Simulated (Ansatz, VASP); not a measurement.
HfB2: VASP beside Ansatz

```
CELL_PARAMETERS angstrom
3.14000 -0.03140 -0.03140
-1.59719 2.73502 -0.01149
-0.03480 -0.03480 3.48000
ATOMIC_POSITIONS crystal
Hf 0.00000 0.00000 0.00000
B 0.33333 0.66667 0.50000
B 0.66667 0.33333 0.50000
```

Change from the starting cell: equal xy, yz and zx shear strains of -2 %.

Alike in both runs: task single point; functional PBEsol; k mesh 15 × 15 × 12; occupations fermi-dirac, width 0.03 eV; no spin polarisation.

|  | VASP | Ansatz |
| --- | --- | --- |
| version | VASP 6.6.1 | Ansatz 0.2.0 |
| potentials or method | VASP PAW PBE potentials, release 64 (Hf_pv, B), cutoff 520 eV | all-electron LAPW, scalar-relativistic |

Ansatz gave:

| Property | Result |
| --- | --- |
| pressure (GPa) | -3.9 |
| traceless stress, the component that is largest in VASP (GPa) | 5.48 |
| rms of the force components (eV/Å) | 0.011 |

Problem. Which values does VASP return?

Solution. Pressure (GPa): -4.1; traceless stress, the component that is largest in VASP (GPa): 5.52; rms of the force components (eV/Å): 0.011.

VASP's potentials were made for PBE, not for PBEsol. Atom by atom the forces differ by 0.000 eV/Å (rms over components). Ansatz ran all-electron here, and VASP with PAW potentials.

Neither program's run includes spin-orbit coupling.
